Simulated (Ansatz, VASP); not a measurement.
TiO in VASP and in Ansatz

```xyz
2
Lattice="2.8017 0.0000 0.0000 -1.4008 2.4263 0.0000 0.0000 0.0000 2.8221" Properties=species:S:1:pos:R:3 pbc="T T T"
Ti    1.4008    0.8088    0.0000
O     0.0000    0.0000    1.4110
```

Alike in both runs: functional r2SCAN; k mesh 6 × 6 × 6; occupations gaussian, width 0.1 eV; no spin polarisation.

Ansatz relaxed the structure, and its values are those at the end. VASP's run is a single point on that final structure, the one shown.

|  | VASP | Ansatz |
| --- | --- | --- |
| version | VASP 6.6.1 | Ansatz 0.2.0 |
| potentials or method | VASP PAW PBE potentials, release 64 (Ti_sv, O), cutoff 520 eV | scalar-relativistic, plane waves, PAW |
| valence electrons in the cell | 18 | 18 |

|  | VASP | Ansatz | Ansatz less VASP |
| --- | --- | --- | --- |
| gap on the k mesh at the Fermi level (eV) | none | none | - |
| pressure (GPa) | 1.8 | 0.0 | -1.82 |

VASP's potentials were made for PBE, not for r2SCAN. A gap of «none» marks a metal or a gap that the smearing closes.

The k mesh is coarse, so the values compare programs but aren't converged.
